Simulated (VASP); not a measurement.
# AlP (e600) (F-43m) in VASP: single point with PBEsol

Aim: the single point of AlP (e600) with PBEsol.

All numbers are computed with VASP 6.6.1; they aren't measurements. Logs are shortened: lines on timing, memory, paths and dates and some standing lists are left out, and cuts for length are marked.

**1. The cell of the first run**

Symmetry: F-43m, No. 216, cubic system. The conventional cell has a = 5.470 Å, b = 5.470 Å, c = 5.470 Å, α = 90.00°, β = 90.00°, γ = 90.00°. Within 3.1 Å of Al (site symmetry -43m) lie 4 P at 2.37 Å. Within 3.1 Å of P (site symmetry -43m) lie 4 Al at 2.37 Å.

**2. Single point, PBEsol**

The input, INCAR:

```
PREC     = Accurate       # precision mode
ENCUT    = 500            # plane-wave cutoff, eV
EDIFF    = 1E-6           # SCF threshold, eV
ISMEAR   = 0              # smearing method
SIGMA    = 0.02           # smearing width, eV
LREAL    = F              # projectors in reciprocal space
LASPH    = T              # aspherical terms in the spheres
NELM     = 120            # most SCF steps
ALGO     = Normal         # electronic algorithm
ISIF     = 2              # what is computed and relaxed
LWAVE    = F              # write WAVECAR
LCHARG   = F              # write CHGCAR
GGA      = PS             # functional
NBANDS   = 11             # bands
GGA_COMPAT= F
```

The input, KPOINTS:

```
Automatic mesh
0
Gamma
  8 8 8
```

The input, POSCAR:

```
AlP
1.0
    0.0000000000      2.7351592079      2.7351592079
    2.7351592079      0.0000000000      2.7351592079
    2.7351592079      2.7351592079      0.0000000000
Al P
1 1
Direct
    0.0000000000      0.0000000000      0.0000000000
    0.2500000000      0.2500000000      0.2500000000
```

Potentials or basis: VASP PAW PBE potentials, release 64 (Al, P).

Command:

```
$ cat potpaw_PBE.64/Al/POTCAR potpaw_PBE.64/P/POTCAR > POTCAR
$ mpirun -np 1 vasp_std > vasp.out
```

OUTCAR:

```text
PREC = Accurate
   ENCUT = 500
   EDIFF = 1E-6
   ISMEAR = 0
   LREAL = F
   LASPH = T
   NELM = 120
   ISIF = 2
   GGA = PS

 ion  position               nearest neighbor table
   1  0.000  0.000  0.000-   2 2.37   2 2.37   2 2.37   2 2.37
   2  0.250  0.250  0.250-   1 2.37   1 2.37   1 2.37   1 2.37

  LATTYP: Found a face centered cubic cell.
 ALAT       =     5.4703184158

  Lattice vectors:

 A1 = (   0.0000000000,   2.7351592079,   2.7351592079)
 A2 = (   2.7351592079,   0.0000000000,   2.7351592079)
 A3 = (   2.7351592079,   2.7351592079,   0.0000000000)

Analysis of symmetry for initial positions (statically):
=====================================================================
 Subroutine PRICEL returns:
 Original cell was already a primitive cell.

 Routine SETGRP: Setting up the symmetry group for a
 face centered cubic supercell.

 Subroutine GETGRP returns: Found 24 space group operations
 (whereof 24 operations were pure point group operations)
 out of a pool of 48 trial point group operations.

The static configuration has the point symmetry T_d .

Analysis of symmetry for dynamics (positions and initial velocities):
=====================================================================
 Subroutine PRICEL returns:
 Original cell was already a primitive cell.

 Routine SETGRP: Setting up the symmetry group for a
 face centered cubic supercell.

 Subroutine GETGRP returns: Found 24 space group operations
 (whereof 24 operations were pure point group operations)
 out of a pool of 48 trial point group operations.

The dynamic configuration has the point symmetry T_d .

 Subroutine INISYM returns: Found 24 space group operations
 (whereof 24 operations are pure point group operations),
 and found     1 'primitive' translations

----------------------------------------------------------------------------------------

                                     Primitive cell

  volume of cell :      40.9240

  direct lattice vectors                    reciprocal lattice vectors
     0.000000000  2.735159208  2.735159208    -0.182804715  0.182804715  0.182804715
     2.735159208  0.000000000  2.735159208     0.182804715 -0.182804715  0.182804715
     2.735159208  2.735159208  0.000000000     0.182804715  0.182804715 -0.182804715

  length of vectors
     3.868099247  3.868099247  3.868099247     0.316627055  0.316627055  0.316627055

  position of ions in fractional coordinates (direct lattice)
     0.000000000  0.000000000  0.000000000
     0.250000000  0.250000000  0.250000000

  ion indices of the primitive-cell ions
   primitive index   ion index
                 1           1
                 2           2

[... 84 lines left out ...]
   EMIN   =  10.00;   EMAX   =-10.00  energy-range for DOS
   EFERMI =   0.00;   METHOD = LEGACY
   ISMEAR =     0;   SIGMA  =   0.02  broadening in eV -4-tet -1-fermi 0-gaus
   EFERMI_NEDOS =   21; number of points for ismear=-14 and -15
   IALGO  =     38    algorithm
   IMIX   =      4    mixing-type and parameters
     AMIX     =   0.40;   BMIX     =  1.00
     AMIX_MAG =   1.60;   BMIX_MAG =  1.00
  volume/ion in A,a.u.               =      20.46       138.08
  Fermi-wavevector in a.u.,A,eV,Ry     =   0.950121  1.795468 12.282384  0.902730
  Thomas-Fermi vector in A             =   2.078468
   LORBIT       =      0    0 simple, 1 ext, 2 COOP (PROOUT), +10 PAW based schemes
   GGA     = PS    functional components
   LHFCALC =     F    Hartree Fock is set to
   AEXX    =    0.0000 exact exchange contribution
   IVDW    =     0    specifies the selected vdW correction
   LEPSILON=     F    determine dielectric tensor
   LRPA    =     F    only Hartree local field effects (RPA)
 non-spin polarized calculation
 Gauss-broadening in eV      SIGMA  =   0.02
  energy-cutoff  :      500.00
  volume of cell :       40.92
 maximum number of plane-waves:      1056
   NGX = 15   NGY = 15   NGZ = 15

 number of electron       8.0000000 magnetization

 Free energy of the ion-electron system (eV)
  ---------------------------------------------------
  ext. energy  EPLUGINS =         0.00000000
  ---------------------------------------------------
  free energy    TOTEN  =       -10.99516465 eV

  energy without entropy =      -10.99516465  energy(sigma->0) =      -10.99516465

 E-fermi :   4.5812     XC(G=0):  -9.3432

 val. band max:        4.4835565412   @ k =   0.0000   0.0000   0.0000
 cond. band min:       5.9329789216   @ k =   0.5000   0.5000   0.0000
 fundamental gap:      1.4494223804
 Fermi energy:         4.5811896592

 k-point     1 :       0.0000    0.0000    0.0000
  band No.  band energies     occupation
      1      -7.0115      2.00000
      2       4.4836      2.00000
      3       4.4836      2.00000
      4       4.4836      2.00000
      5       7.6393      0.00000
      6       8.9878      0.00000
      7       8.9878      0.00000
      8       8.9878      0.00000
      9      13.2794      0.00000
     10      13.2794      0.00000
     11      14.5395      0.00000
[... 309 lines left out ...]
 k-point    24 :      -0.3750    0.2500    0.1250
  band No.  band energies     occupation
      1      -5.0136      2.00000
      2      -0.7071      2.00000
      3       1.8664      2.00000
      4       2.9880      2.00000
      5       8.3424      0.00000
      6       8.9187      0.00000
      7      11.3033      0.00000
      8      12.0948      0.00000
      9      13.3856      0.00000
     10      15.8219      0.00000
     11      17.1351      0.00000

 [... further k-points ...]

------------------------ aborting loop because EDIFF is reached ----------------------------------------

  FORCE on cell =-STRESS in cart. coord.  units (eV):
  Direction    XX          YY          ZZ          XY          YZ          ZX
  --------------------------------------------------------------------------------------
  -------------------------------------------------------------------------------------
  Total        0.0109011      0.0109011      0.0109011     -0.0000000     -0.0000000      0.0000000
  in kB        0.4267779      0.4267779      0.4267779     -0.0000000     -0.0000000      0.0000000
  external PRESSURE =       0.4267779 kB  Pullay stress =       0.0000000 kB

 VOLUME and BASIS-vectors are now :
 -----------------------------------------------------------------------------
  energy-cutoff  :      500.00
  volume of cell :       40.92
      direct lattice vectors                 reciprocal lattice vectors
     0.000000000  2.735159208  2.735159208    -0.182804715  0.182804715  0.182804715
     2.735159208  0.000000000  2.735159208     0.182804715 -0.182804715  0.182804715
     2.735159208  2.735159208  0.000000000     0.182804715  0.182804715 -0.182804715

 POSITION                                       TOTAL-FORCE (eV/Angst)
 -----------------------------------------------------------------------------------
      0.00000      0.00000      0.00000        -0.000000      0.000000      0.000000
      1.36758      1.36758      1.36758         0.000000     -0.000000     -0.000000
 -----------------------------------------------------------------------------------
    total drift:                                0.000000      0.000000      0.000000

  FREE ENERGIE OF THE ION-ELECTRON SYSTEM (eV)
  ---------------------------------------------------
  free  energy   TOTEN  =       -10.9951646503 eV

  energy  without entropy=      -10.9951646503  energy(sigma->0) =      -10.99516465
```

OSZICAR:

```text
N       E                     dE             d eps       ncg     rms          rms(c)
DAV:   1     0.106989690735E+02    0.10699E+02   -0.29194E+03   638   0.534E+02
DAV:   2    -0.104846665579E+02   -0.21184E+02   -0.20217E+02   816   0.875E+01
DAV:   3    -0.113534146786E+02   -0.86875E+00   -0.86702E+00   817   0.173E+01
DAV:   4    -0.113610715667E+02   -0.76569E-02   -0.76562E-02   746   0.196E+00
DAV:   5    -0.113612105512E+02   -0.13898E-03   -0.13898E-03   794   0.255E-01    0.436E+00
DAV:   6    -0.110510391654E+02    0.31017E+00   -0.57612E-01   724   0.279E+00    0.269E+00
DAV:   7    -0.109977417057E+02    0.53297E-01   -0.20577E-01   774   0.180E+00    0.128E+00
DAV:   8    -0.109952129482E+02    0.25288E-02   -0.13890E-02   755   0.560E-01    0.173E-01
DAV:   9    -0.109951090014E+02    0.10395E-03   -0.82817E-04   736   0.150E-01    0.657E-02
DAV:  10    -0.109951588726E+02   -0.49871E-04   -0.68642E-05   725   0.434E-02    0.134E-02
DAV:  11    -0.109951643483E+02   -0.54758E-05   -0.88299E-06   801   0.162E-02    0.968E-03
DAV:  12    -0.109951646503E+02   -0.30200E-06   -0.93600E-07   512   0.476E-03
   1 F= -.10995165E+02 E0= -.10995165E+02  d E =-.295652E-14
```

stdout:

```text
POSCAR found type information on POSCAR AlP
 POSCAR found :  2 types and       2 ions
 scaLAPACK will be used
 -----------------------------------------------------------------------------
|                                                                             |
|                                                                             |
|     You enforced a specific xc type in the INCAR file but a different       |
|     I HOPE YOU KNOW WHAT YOU ARE DOING!                                     |
|                                                                             |
 -----------------------------------------------------------------------------

 LDA part: xc-table for (Slater+PW92), standard interpolation
 POSCAR, INCAR and KPOINTS ok, starting setup
 FFT: planning ... GRIDC
 FFT: planning ... GRID_SOFT
 FFT: planning ... GRID
 WAVECAR not read
 entering main loop
```

Run time: 7.8 s. Hardware: 1 thread of Intel Xeon Platinum 8375C at 2.90GHz (Ice Lake), shared host; peak memory 0.15 GiB.

What came out:

| Item | Value |
| --- | --- |
| Free energy | -10.9952 eV |
| Pressure | 0.0 GPa |
| Band gap on the k mesh | 1.45 eV, indirect (least direct gap 3.16 eV) |

Caveat: the PAW data sets were made with another functional, which shifts forces and pressure a little. A k mesh can miss the band edges.
